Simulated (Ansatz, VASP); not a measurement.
**LiF in VASP and in Ansatz**

```
Li F
1.0
     0.00000    2.11244    2.11244
     2.11244    0.00000    2.11244
     2.11244    2.11244    0.00000
Li F
1 1
Direct
  0.00000 0.00000 0.00000
  0.25000 0.25000 0.25000
```

Change from the starting cell: hydrostatic strain -1.5%.

Alike in both runs: task single point; functional PBE; k mesh 10 × 10 × 10; occupations fermi-dirac, width 0.02 eV; no spin polarisation.

|  | VASP | Ansatz |
| --- | --- | --- |
| version | VASP 6.6.1 | Ansatz 0.2.0 |
| potentials or method | VASP PAW PBE potentials, release 64 (Li_sv, F) | plane waves, PAW |
| plane-wave cutoff (eV) | 520 | 420 |
| valence electrons in the cell | 10 | 10 |

VASP gave:

* gap on the k mesh at the Fermi level (eV): 8.17

Estimate Ansatz's values.

gap on the k mesh at the Fermi level (eV): 8.19.

With one functional, cell and mesh, what is left measures potentials, basis and numerics.

Noted on VASP's run: the cutoff is short for stress, so the pressure is rough.
